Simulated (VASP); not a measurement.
A run of VASP 6.6.1 is set up as follows.

INCAR

```
PREC = Accurate
ENCUT = 520
EDIFF = 1E-6
ISMEAR = 0
SIGMA = 0.05
LREAL = F
LASPH = T
NELM = 60
ALGO = Normal
ISIF = 2
LWAVE = F
LCHARG = F
GGA = PE
NBANDS = 16
```

The input KPOINTS:

```
Automatic mesh
0
Gamma
  12 12 6
```

The input POSCAR:

```
SiC
1.0
    3.0421072583      0.0000000000      0.0000000000
   -1.5210536292      2.6345421668      0.0000000000
    0.0000000000      0.0000000000      5.2415111435
Si C
2 2
Direct
    0.3333333333      0.6666666667      0.0045636718
    0.6666666667      0.3333333333      0.5045636718
    0.3333333333      0.6666666667      0.3804363282
    0.6666666667      0.3333333333      0.8804363282
```

Potentials or basis: VASP PAW PBE potentials, release 64 (Si, C).

Launch:

```console
$ cat potpaw_PBE.64/Si/POTCAR potpaw_PBE.64/C/POTCAR > POTCAR
$ mpirun -np 1 vasp_std > vasp.out
```

(1) What does it give for the pressure?

(2) What does it give for the band gap on the k mesh?

(3) Estimate the largest force.

Results:

(1) 0.8 GPa.

(2) 2.12 eV, indirect (least direct gap 4.37 eV).

(3) 0.328 eV/Å.
